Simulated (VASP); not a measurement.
**Sc: relaxation of shape and atoms at fixed volume with PBEsol**

Sc:

```xyz
2
Lattice="3.2425 0.0000 0.0000 -1.6213 2.8081 0.0000 0.0000 0.0000 5.0359" Properties=species:S:1:pos:R:3 pbc="T T T"
Sc    0.0000    1.8721    1.2590
Sc    1.6213    0.9360    3.7769
```

This cell differs from its parent crystal: volume scaled by 0.97.

```json
{"Program": "VASP 6.6.1", "Task": "relaxation of shape and atoms at fixed volume", "Functional": "PBEsol", "Potentials or basis": "VASP PAW PBE potentials, release 64 (Sc_sv)", "Cutoff": "600 eV", "k mesh": "12 × 12 × 8", "Occupations": "gaussian, width 0.1 eV", "Spin": "no spin polarisation", "Dipole correction": "no", "Further INCAR settings": "ALGO = Fast; EDIFF = 1e-07; IBRION = 2; EDIFFG = -0.01; NSW = 50; ISIF = 4"}
```

The energy gained by relaxing is 0.0 meV/atom, the ionic steps are 2 and the pressure after relaxing is 1.9 GPa. The band gap on the k mesh is zero (band 11 reaches 5.04 eV, above the bottom of band 12 at 3.40 eV).

Final structure:
```xyz
2
Lattice="3.2435 0.0000 0.0000 -1.6217 2.8089 0.0000 0.0000 0.0000 5.0330" Properties=species:S:1:pos:R:3 pbc="T T T"
Sc    0.0000    1.8726    1.2583
Sc    1.6217    0.9363    3.7748
```

Levels at points of the mesh, in eV from the Fermi level:
| k point | band 8 | band 9 | band 10 | band 11 | band 12 | band 13 | band 14 | band 15 |
| --- | --- | --- | --- | --- | --- | --- | --- | --- |
| (0.00, 0.00, 0.00) | -27.44 | -5.26 | -1.74 | 0.83 | 1.67 | 1.67 | 1.99 | 2.18 |
| (0.50, 0.00, 0.00) | -27.53 | -1.66 | -1.15 | -0.77 | -0.30 | 1.38 | 1.41 | 2.02 |
| (0.00, 0.00, 0.50) | -27.52 | -3.62 | -3.62 | 1.04 | 1.04 | 1.57 | 1.57 | 1.57 |
| (0.50, 0.00, 0.50) | -27.58 | -1.58 | -1.58 | 0.09 | 0.09 | 1.43 | 1.43 | 2.53 |

It took 2.1 min on 1 thread of Intel Xeon 6975P-C (shared host), peak memory 0.22 GiB.

Caveat: the PAW data sets were made with another functional, which shifts forces and pressure a little.
